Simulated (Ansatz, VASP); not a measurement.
**One calculation of B, two programs**

```
CELL_PARAMETERS angstrom
0.00000 5.47314 2.04854
2.11932 0.00000 2.04854
2.11932 5.47314 0.00000
ATOMIC_POSITIONS crystal
B 0.24730 0.24730 0.25270
B 0.99730 0.99730 0.00270
B 0.08955 0.40502 0.09499
B 0.40502 0.08955 0.41044
B 0.83956 0.15501 0.84498
B 0.15501 0.83956 0.16045
```

Alike in both runs: functional PBE; k mesh 6 × 6 × 6; occupations gaussian, width 0.1 eV; no spin polarisation.

Ansatz relaxed the structure, and its values are those at the end. VASP's run is a single point on that final structure, the one shown.

|  | VASP | Ansatz |
| --- | --- | --- |
| version | VASP 6.6.1 | Ansatz 0.2.0 |
| potentials or method | VASP PAW PBE potentials, release 64 (B), cutoff 520 eV | scalar-relativistic, plane waves, PAW |
| valence electrons in the cell | 18 | 18 |

```csv
,VASP,Ansatz,Ansatz less VASP
gap on the k mesh at the Fermi level (eV),none,none,-
pressure (GPa),0.1,0.1,0.00
```

A gap of «none» marks a metal or a gap that the smearing closes. The functional is the same, so the differences come from potentials, cutoffs and numerics.

The k mesh is coarse, so the values compare programs but aren't converged.
